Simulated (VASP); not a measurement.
# PtS2 in VASP: single point with PBE+D3(BJ)

Aim: the single point of PtS2 with PBE+D3(BJ).

Program: VASP 6.6.1. These are calculated values, not measurements. Logs are shortened: lines on timing, memory, paths and dates and some standing lists are left out, and cuts for length are marked.

## 1. The cell of the first run

The cell holds a slab with vacuum, 6 atoms: a = 3.542 Å, b = 3.542 Å, c = 22.467 Å, α = 90.00°, β = 90.00°, γ = 120.00°.

## 2. Single point, PBE+D3(BJ)

INCAR

```
SYSTEM = PtS2
ALGO = Normal
DIPOL = 0.5 0.5 0.387
EDIFF = 1E-7
ENCUT = 520
GGA = PE
IDIPOL = 3
ISIF = 2
ISMEAR = 0
IVDW = 12
LASPH = .True.
LCHARG = .False.
LDIPOL = .True.
LREAL = .False.
LWAVE = .False.
NBANDS = 31
NELM = 100
PREC = Accurate
SIGMA = 0.05
```

KPOINTS

```
k-points
0
Gamma
  9 9 1
  0 0 0
```

POSCAR

```
PtS2
1.0
    3.5415278079      0.0000000000      0.0000000000
   -1.7707639039      3.0670530498      0.0000000000
    0.0000000000      0.0000000000     22.4670615492
S Pt
4 2
Direct
    0.6666666667      0.3333333333      0.2002932155
    0.3333333333      0.6666666667      0.3107021626
    0.3333333333      0.8333333333      0.4631803889
    0.6666666667      0.5000000000      0.5735823788
    0.0000000000      0.0000000000      0.2556081107
    1.0000000000      1.1666666667      0.5182761329
```

Potentials or basis: VASP PAW PBE potentials, release 64 (S, Pt).

Started as:

```bash
$ cat potpaw_PBE.64/S/POTCAR potpaw_PBE.64/Pt/POTCAR > POTCAR
$ mpirun -np 1 vasp_std > vasp.out
```

OUTCAR:

```text
SYSTEM = PtS2
   EDIFF = 1E-7
   ENCUT = 520
   GGA = PE
   ISIF = 2
   ISMEAR = 0
   IVDW = 12
   LASPH = .True.
   LREAL = .False.
   NELM = 100
   PREC = Accurate
 IVDW          = 12

 ion  position               nearest neighbor table
   1  0.667  0.333  0.200-   5 2.39   5 2.39   5 2.39
   2  0.333  0.667  0.311-   5 2.39   5 2.39   5 2.39
   3  0.333  0.833  0.463-   6 2.39   6 2.39   6 2.39
   4  0.667  0.500  0.574-   6 2.39   6 2.39   6 2.39
   5  0.000  0.000  0.256-   2 2.39   2 2.39   2 2.39   1 2.39   1 2.39   1 2.39
   6  0.000  0.167  0.518-   3 2.39   3 2.39   3 2.39   4 2.39   4 2.39   4 2.39

  LATTYP: Found a hexagonal cell.
 ALAT       =     3.5415278079
 C/A-ratio  =     6.3438896340

  Lattice vectors:

 A1 = (   3.5415278079,   0.0000000000,   0.0000000000)
 A2 = (  -1.7707639039,   3.0670530498,   0.0000000000)
 A3 = (   0.0000000000,   0.0000000000,  22.4670615492)

Analysis of symmetry for initial positions (statically):
=====================================================================
 Subroutine PRICEL returns:
 Original cell was already a primitive cell.

 Routine SETGRP: Setting up the symmetry group for a
 hexagonal supercell.

 Subroutine GETGRP returns: Found  2 space group operations
 (whereof  1 operations were pure point group operations)
 out of a pool of 24 trial point group operations.

The static configuration has the point symmetry C_1 .
 The point group associated with its full space group is C_2 .

Analysis of symmetry for dynamics (positions and initial velocities):
=====================================================================
 Subroutine PRICEL returns:
 Original cell was already a primitive cell.

 Routine SETGRP: Setting up the symmetry group for a
 hexagonal supercell.

 Subroutine GETGRP returns: Found  2 space group operations
 (whereof  1 operations were pure point group operations)
 out of a pool of 24 trial point group operations.

The dynamic configuration has the point symmetry C_1 .
 The point group associated with its full space group is C_2 .

 Subroutine INISYM returns: Found  2 space group operations
 (whereof  1 operations are pure point group operations),
 and found     1 'primitive' translations

----------------------------------------------------------------------------------------

                                     Primitive cell

  volume of cell :     244.0384

  direct lattice vectors                    reciprocal lattice vectors
     3.541527808  0.000000000  0.000000000     0.282364012  0.163022938  0.000000000
    -1.770763904  3.067053050  0.000000000     0.000000000  0.326045877  0.000000000
[... 106 lines left out ...]
   EFERMI =   0.00;   METHOD = LEGACY
   ISMEAR =     0;   SIGMA  =   0.05  broadening in eV -4-tet -1-fermi 0-gaus
   EFERMI_NEDOS =   21; number of points for ismear=-14 and -15
   IALGO  =     38    algorithm
   IMIX   =      4    mixing-type and parameters
     AMIX     =   0.40;   BMIX     =  1.00
     AMIX_MAG =   1.60;   BMIX_MAG =  1.00
  volume/ion in A,a.u.               =      40.67       274.48
  Fermi-wavevector in a.u.,A,eV,Ry     =   0.924854  1.747720 11.637800  0.855354
  Thomas-Fermi vector in A             =   2.050645
   LORBIT       =      0    0 simple, 1 ext, 2 COOP (PROOUT), +10 PAW based schemes
   GGA     = PE    functional components
   LHFCALC =     F    Hartree Fock is set to
   AEXX    =    0.0000 exact exchange contribution
   IVDW    =    12    specifies the selected vdW correction
   LEPSILON=     F    determine dielectric tensor
   LRPA    =     F    only Hartree local field effects (RPA)
 non-spin polarized calculation
 Gauss-broadening in eV      SIGMA  =   0.05
  energy-cutoff  :      520.00
  volume of cell :      244.04
 maximum number of plane-waves:      6671
   NGX = 13   NGY = 13   NGZ = 83

 dipolmoment           0.000000      0.000000     -0.000000 electrons x Angstroem

 number of electron      44.0000000 magnetization

 dipolmoment           0.000000      0.000000      0.001555 electrons x Angstroem

 Free energy of the ion-electron system (eV)
  ---------------------------------------------------
  ext. energy  EPLUGINS =         0.00000000
  ---------------------------------------------------
  free energy    TOTEN  =       -30.86197577 eV

  energy without entropy =      -30.86197577  energy(sigma->0) =      -30.86197577

 E-fermi :  -0.2661     XC(G=0):  -5.4311

 val. band max:       -0.5099437107   @ k =   0.1111   0.1111   0.0000
 cond. band min:       0.8400764507   @ k =   0.2222   0.0000   0.0000
 fundamental gap:      1.3500201614
 Fermi energy:        -0.2660667205

 k-point     1 :       0.0000    0.0000    0.0000
  band No.  band energies     occupation
      1     -14.9178      2.00000
      2     -14.8681      2.00000
      3     -12.7442      2.00000
      4     -12.6287      2.00000
      5      -6.3963      2.00000
      6      -6.3947      2.00000
[... 805 lines left out ...]
     30       7.6297      0.00000
     31       7.8166      0.00000

 [... further k-points ...]

------------------------ aborting loop because EDIFF is reached ----------------------------------------

 vacuum level on the upper side and lower side of the slab       (xc-potential included)        -0.106        -0.139

 Edisp (eV)   -1.89317

 E8    (eV) :    -0.7842

  FORCE on cell =-STRESS in cart. coord.  units (eV):
  Direction    XX          YY          ZZ          XY          YZ          ZX
  --------------------------------------------------------------------------------------
  -------------------------------------------------------------------------------------
  Total      -0.38108    -0.36167    -0.27543    -0.01680     0.15985    -0.09228
  in kB      -2.50186    -2.37448    -1.80828    -0.11032     1.04943    -0.60587
  external pressure =       -2.23 kB  Pullay stress =        0.00 kB

 VOLUME and BASIS-vectors are now :
 -----------------------------------------------------------------------------
  energy-cutoff  :      520.00
  volume of cell :      244.04
      direct lattice vectors                 reciprocal lattice vectors
     3.541527808  0.000000000  0.000000000     0.282364012  0.163022938  0.000000000
    -1.770763904  3.067053050  0.000000000     0.000000000  0.326045877  0.000000000
     0.000000000  0.000000000 22.467061549     0.000000000  0.000000000  0.044509603

 POSITION                                       TOTAL-FORCE (eV/Angst)
 -----------------------------------------------------------------------------------
      1.77076      1.02235      4.50000         0.005851     -0.014111      0.040331
     -0.00000      2.04470      6.98056         0.023258     -0.043950     -0.040681
     -0.29513      2.55588     10.40630        -0.026433      0.042117      0.040681
      1.47564      1.53353     12.88671        -0.009295      0.012122     -0.040331
      0.00000      0.00000      5.74276        -0.005938      0.017929      0.000660
     -0.29513      0.51118     11.64414         0.012557     -0.014107     -0.000660
 -----------------------------------------------------------------------------------
    total drift:                               -0.000005     -0.000088      0.228813

  FREE ENERGIE OF THE ION-ELECTRON SYSTEM (eV)
  ---------------------------------------------------
  free  energy   TOTEN  =       -32.7551482283 eV

  energy  without entropy=      -32.7551482283  energy(sigma->0) =      -32.75514823

 vacuum level on the upper side and lower side of the slab         5.395         5.363
```

It took 8.6 min on 1 thread of Oxide Virtual Turin-like, shared host; peak memory 0.38 GiB.

Results:

- Free energy: -32.7551 eV
- Largest force: 0.064 eV/Å
- Band gap on the k mesh: 1.35 eV, indirect (least direct gap 1.46 eV)
- Dispersion energy per atom: -0.316 eV

Forces on the atoms (eV/Å):
```
S    0.006 -0.014  0.040
S    0.023 -0.044 -0.041
S   -0.026  0.042  0.041
S   -0.009  0.012 -0.040
Pt  -0.006  0.018  0.001
Pt   0.013 -0.014 -0.001
```

Caveat: spin-orbit coupling is left out, which moves the levels of the heavy elements.
